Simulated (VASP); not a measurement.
Al2Cu, 6 atoms in the cell. Symmetry: I4/mcm, No. 140, tetragonal system. Conventional cell: a = 6.293 Å, b = 6.293 Å, c = 4.924 Å, α = 90.00°, β = 90.00°, γ = 90.00°. Within 3.5 Å of Al (site symmetry m2m) lie 4 Cu at 2.67 Å and 11 Al at 2.84 to 3.35 Å. Within 3.3 Å of Cu (site symmetry 422) lie 2 Cu at 2.46 Å and 8 Al at 2.67 Å. 

```yaml
Program: VASP 6.6.1
Task: single point
Functional: PBEsol
Potentials_or_basis: VASP PAW PBE potentials, release 64 (Al, Cu)
Cutoff: 520 eV
k_mesh: 10 × 10 × 10
Occupations: gaussian, width 0.15 eV
Spin: no spin polarisation
Dipole_correction: no
Further_INCAR_settings: ALGO = Fast; EDIFF = 1e-06; NBANDS = 26
```

Potentials or basis: VASP PAW PBE potentials, release 64 (Al, Cu).

Command:

```sh
$ cat potpaw_PBE.64/Al/POTCAR potpaw_PBE.64/Cu/POTCAR > POTCAR
$ mpirun -np 1 vasp_std > vasp.out
```

Hardware: 1 thread of Intel(R) Xeon(R) 6975P-C (Granite Rapids) (shared host).

**Question.** Estimate the wall time of this run.

**Answer.** Run time: 4.2 min on 1 thread of Intel(R) Xeon(R) 6975P-C (Granite Rapids), with other jobs on the host, peak memory 0.38 GiB. Counts: scf iterations 18, k points 102.
